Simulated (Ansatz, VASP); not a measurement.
## GaN: VASP beside Ansatz

```xyz
2
Lattice="0.0000 2.2276 2.2276 2.2276 0.0000 2.2276 2.2276 2.2276 0.0000" Properties=species:S:1:pos:R:3 pbc="T T T"
Ga    0.0000    0.0000    0.0000
N     1.1138    1.1138    1.1138
```

Alike in both runs: functional LDA; k mesh 17 × 17 × 17; occupations fermi-dirac, width 0.05 eV; collinear spin.

Ansatz relaxed the structure, and its values are those at the end. VASP's run is a single point on that final structure, the one shown.

```csv
,VASP,Ansatz
version,VASP 6.6.1,Ansatz 0.2.0
potentials or method,"VASP PAW LDA potentials, release 64 (Ga_d, N)","PAW with Ansatz's default frozen-core files, scalar-relativistic"
plane-wave cutoff (eV),520,420
valence electrons in the cell,18,18
```

```csv
,VASP,Ansatz,Ansatz less VASP
gap on the k mesh at the Fermi level (eV),1.97,1.96,-0.017
pressure (GPa),1.1,0.0,-1.09
net moment per atom (μB),0.00,0.00,0.000
```

LDA's correlation is that of Perdew and Zunger in VASP and of Perdew and Wang (1992) in Ansatz. Ansatz's warnings: seeded moment not kept.
